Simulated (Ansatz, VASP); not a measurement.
## PdCl: VASP beside Ansatz

INCAR

```
SYSTEM = PdCl
ALGO = Normal
EDIFF = 1E-6
ENCUT = 520
GGA = PE
ISIF = 2
ISMEAR = -1
LASPH = .TRUE.
LCHARG = .FALSE.
LREAL = .FALSE.
LWAVE = .FALSE.
NBANDS = 16
NELM = 60
PREC = Accurate
SIGMA = 0.08
```

File KPOINTS:

```
k-points
0
G
  15 15 15
  0 0 0
```

The input POSCAR:

```
PdCl
1.0
    2.9506142622      0.0000000000      0.0000000000
    0.0000000000      2.9506142622      0.0000000000
    0.0000000000      0.0000000000      2.9506142622
Pd Cl
1 1
Direct
    0.0000000000      0.0000000000      0.0000000000
    0.5000000000      0.5000000000      0.5000000000
```

Input for Ansatz:

```yaml
crystal:
  lattice:
    - [2.9506142622, 0.0, 0.0]
    - [0.0, 2.9506142622, 0.0]
    - [0.0, 0.0, 2.9506142622]
  atoms:
    - { symbol: Pd, position: [0.0, 0.0, 0.0] }
    - { symbol: Cl, position: [0.5, 0.5, 0.5] }
kpoints:
  mp_grid: { grid: [15, 15, 15] }
scf:
  occupations: { method: fermi_dirac, width: 0.08 }
hamiltonian:
  xc: pbe
  pseudopotentials: { kind: paw }
output:
  forces: true
  stress: true
  eigenvalues: true
  populations: true
```

Change from the starting cell: volume scaled by 0.75, PAW files.

Alike in both runs: task single point; functional PBE; k mesh 15 × 15 × 15; occupations fermi-dirac, width 0.08 eV; no spin polarisation.

```csv
,VASP,Ansatz
version,VASP 6.6.1,Ansatz 0.2.0
potentials or method,"VASP PAW PBE potentials, release 64 (Pd, Cl)","PAW with Ansatz's default frozen-core files, scalar-relativistic"
plane-wave cutoff (eV),520,420
valence electrons in the cell,17,25
```

|  | VASP | Ansatz | Ansatz less VASP |
| --- | --- | --- | --- |
| pressure (GPa) | 46.5 | 46.5 | 0.00 |

Both programs put the cell under a high pressure, so it lies far from rest at this level. VASP's potentials hold 17 valence electrons a cell and Ansatz's 25, so a difference there can come from the potentials and not from the codes.
